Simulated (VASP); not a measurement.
The system is Ag.

```
Ag
1.0
     0.00000    4.08550    4.08550
     4.08550    0.00000    4.08550
     4.08550    4.08550    0.00000
Ag
8
Direct
  0.00000 0.00000 0.00000
  0.00000 0.00000 0.50000
  0.00000 0.50000 0.00000
  0.00000 0.50000 0.50000
  0.50000 0.00000 0.00000
  0.50000 0.00000 0.50000
  0.50000 0.50000 0.00000
  0.50000 0.50000 0.50000
```

Base run:

- Program: VASP 6.6.1
- Functional: PBEsol
- Potentials or basis: VASP PAW PBE potentials, release 64 (Ag)
- Cutoff: 520 eV
- k mesh: 7 × 7 × 7
- Occupations: fermi-dirac, width 0.05 eV
- Spin: no spin polarisation

Its results: band gap on the k mesh zero (bands 44 and 45 overlap by 1.38 eV); pressure -2.8 GPa.

Q: The run is repeated on the same cell with these changes: k mesh from 7 × 7 × 7 to 3 × 3 × 3. What comes out?

A: Band gap on the k mesh zero (bands 44 and 45 overlap by 1.09 eV); pressure -2.0 GPa.

Caveats: some runs use coarse meshes; the PAW data sets were made with another functional, which shifts forces and pressure a little.
